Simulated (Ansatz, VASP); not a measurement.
Al4Ni: VASP beside Ansatz

```xyz
10
Lattice="-0.0003 0.0001 2.6167 3.9638 -3.9615 -1.3088 7.6709 7.6653 -0.0004" Properties=species:S:1:pos:R:3 pbc="T T T"
Al    5.6664   -0.0909   -0.0005
Al    9.5011    3.7423    1.3078
Al    2.1326   -0.0382   -0.0001
Al    5.9685    3.7949    1.3081
Al    3.8942   -1.8291    1.3081
Al    7.7292    2.0031   -0.0006
Al    3.9049    1.7003    1.3080
Al    7.7406    5.5336   -0.0005
Ni   -0.0003    0.0002    1.3085
Ni    7.7990   -0.1290    1.3078
```

Change from the starting cell: cell x2, atoms moved at random (sigma 0.1 Å) and cell strained at random (1.5 %), then relaxed without symmetry.

Alike in both runs: functional PBE; k mesh 8 × 8 × 2; occupations gaussian, width 0.2 eV; no spin polarisation.

Ansatz relaxed the structure, and its values are those at the end. VASP's run is a single point on that final structure, the one shown.

```csv
,VASP,Ansatz
version,VASP 6.6.1,Ansatz 0.2.0
potentials or method,"VASP PAW PBE potentials, release 64 (Al, Ni), cutoff 520 eV","scalar-relativistic, plane waves, PAW"
valence electrons in the cell,44,60
```

|  | VASP | Ansatz | Ansatz less VASP |
| --- | --- | --- | --- |
| gap on the k mesh at the Fermi level (eV) | none | none | - |
| pressure (GPa) | 0.1 | 0.1 | +0.04 |

A gap of «none» marks a metal or a gap that the smearing closes. VASP's potentials hold 44 valence electrons a cell and Ansatz's 60, so a difference there can come from the potentials and not from the codes.
